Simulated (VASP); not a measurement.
Runs of VASP 6.6.1 on Ti. The structure is that of space group P6_3/mmc (No. 194), or close to it. The cells are those of the table. 

| task | level | cell | cutoff (eV) | gap on the mesh (eV) | pressure (GPa) | relaxed volume (Å³/atom) |
| --- | --- | --- | --- | --- | --- | --- |
| relaxation of cell and atoms | RPBE | relaxed from a = 2.950, b = 2.950, c = 4.680 Å, angles 90.0, 90.0, 120.0°, 2 atoms | 600 | none | 0.0 | 17.85 |
| single point | RPBE | a = 2.967, b = 2.967, c = 4.695 Å, angles 90.0, 90.0, 120.0°, 2 atoms | 520 | none | -0.3 | - |
| relaxation of cell and atoms | PBE+D4 | relaxed from a = 2.950, b = 2.950, c = 4.680 Å, angles 90.0, 90.0, 120.0°, 2 atoms | 600 | none | 0.0 | (a) |
| single point | PBE+D4 | a = 2.921, b = 2.921, c = 4.630 Å, angles 90.0, 90.0, 120.0°, 2 atoms | 520 | none | -0.2 | - |
| single point | PBE | a = 2.938, b = 2.938, c = 4.653 Å, angles 90.0, 90.0, 120.0°, 2 atoms | 520 | none | -0.2 | - |
| relaxation of cell and atoms | PBE | relaxed from a = 2.950, b = 2.950, c = 4.680 Å, angles 90.0, 90.0, 120.0°, 2 atoms | 600 | none | 0.0 | 17.35 |

Alike in all rows: potentials or basis VASP PAW PBE potentials, release 64 (Ti_sv); no spin polarisation; k mesh 13 × 13 × 7; smearing methfessel-paxton 0.1 eV.

Task: Fill in the values left out.

Result: (a) 17.06.

Caveats: the PAW data sets were made with another functional, which shifts forces and pressure a little (some runs); pairwise dispersion overbinds metals, which lowers pressure and volume (some runs).

A gap of «none» marks levels without a gap at the run's occupations.
